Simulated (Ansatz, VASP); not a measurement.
# One calculation of C, two programs

POSCAR

```
C
1.0
    2.4987275326      0.0000000000      0.0000000000
   -1.2493637663      2.1639615204      0.0000000000
    0.0000000000      0.0000000000      4.1605888148
C
4
Direct
    0.3333333333      0.6666666667     -0.0002008250
    0.6666666667      0.3333333333      0.4997991750
    0.3333333333      0.6666666667      0.3742008250
    0.6666666667      0.3333333333      0.8742008250
```

Contents of INCAR.step1:

```
SYSTEM = C
PREC = Accurate
ENCUT = 520
EDIFF = 1E-5
ISMEAR = 0
SIGMA = 0.01
LREAL = .FALSE.
LASPH = .TRUE.
NELM = 100
ALGO = Normal
ISIF = 2
LWAVE = .TRUE.
LCHARG = .FALSE.
GGA = PE
NBANDS = 16
```

File INCAR.step2:

```
SYSTEM = C
PREC = Accurate
ENCUT = 520
EDIFF = 1E-7
ISMEAR = 0
SIGMA = 0.01
LREAL = .FALSE.
LASPH = .TRUE.
NELM = 100
ALGO = Normal
ISIF = 2
LWAVE = .FALSE.
LCHARG = .FALSE.
GGA = PE
LHFCALC = .TRUE.
HFSCREEN = 0.2079
PRECFOCK = Normal
ISTART = 1
NBANDS = 16
```

KPOINTS

```
Automatic mesh
0
G
  9 9 4
  0 0 0
```

Input for Ansatz:

```yaml
crystal:
  lattice:
    - [2.4987275326, 0.0, 0.0]
    - [-1.2493637663, 2.1639615204, 0.0]
    - [0.0, 0.0, 4.1605888148]
  atoms:
    - { symbol: C, position: [0.3333333333, 0.6666666667, -0.000200825] }
    - { symbol: C, position: [0.6666666667, 0.3333333333, 0.499799175] }
    - { symbol: C, position: [0.3333333333, 0.6666666667, 0.374200825] }
    - { symbol: C, position: [0.6666666667, 0.3333333333, 0.874200825] }
basis:
  ecutwfc: 420
kpoints:
  mp_grid: { grid: [9, 9, 4] }
  band_path:
    path:
      - [0.0, 0.0, 0.0]
      - [0.0, 0.0, 0.0]
      - [0.5, 0.0, 0.0]
      - [0.5, 0.0, 0.0]
      - [0.3333333333, 0.3333333333, 0.0]
      - [0.0, 0.0, 0.5]
    npoints: 1
hamiltonian:
  xc: hse06
  pseudopotentials: { kind: paw, azcp: { folder: soft_1 } }
scf:
  occupations: { method: fixed }
  n_extra_bands: 6
output:
  eigenvalues: true
```

Alike in both runs: task single point; functional HSE06; k mesh 9 × 9 × 4; no spin polarisation.

```csv
,VASP,Ansatz
version,VASP 6.6.1,Ansatz 0.2.0
potentials or method,"VASP PAW PBE potentials, release 64 (C), cutoff 520 eV","scalar-relativistic, plane waves, PAW"
occupations,"gaussian, width 0.01 eV",fixed
valence electrons in the cell,16,16
```

|  | VASP | Ansatz | Ansatz less VASP |
| --- | --- | --- | --- |
| gap on the k mesh at the Fermi level (eV) | 4.33 | 4.35 | +0.018 |
| least direct gap on the mesh (eV) | 6.33 | 6.34 | +0.011 |
